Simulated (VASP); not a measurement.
Input of a VASP 6.6.1 run:

File INCAR:

```
SYSTEM = ZrS
PREC = Accurate
ENCUT = 500
EDIFF = 1E-6
ISMEAR = 0
SIGMA = 0.1
LREAL = .False.
LASPH = .True.
NELM = 120
ALGO = Normal
ISIF = 2
LWAVE = .False.
LCHARG = .False.
NBANDS = 16
GGA_COMPAT = .False.
```

File KPOINTS:

```
Automatic mesh
0
Gamma
  6 6 6
  0 0 0
```

POSCAR

```
ZrS
1.0
    0.0000000000      2.5690932210      2.5690932210
    2.5690932210      0.0000000000      2.5690932210
    2.5690932210      2.5690932210      0.0000000000
Zr S
1 1
Direct
    0.0000000000      0.0000000000      0.0000000000
    0.5000000000      0.5000000000      0.5000000000
```

Potentials or basis: VASP PAW LDA potentials, release 64 (Zr_sv, S).

Command:

```sh
$ cat potpaw_LDA.64/Zr_sv/POTCAR potpaw_LDA.64/S/POTCAR > POTCAR
$ mpirun -np 1 vasp_std > vasp.out
```

(1) What does it give for the pressure?

(2) What does it give for the band gap on the k mesh?

## Answers

(1) 0.2 GPa.

(2) zero (bands 9 and 10 overlap by 3.10 eV).
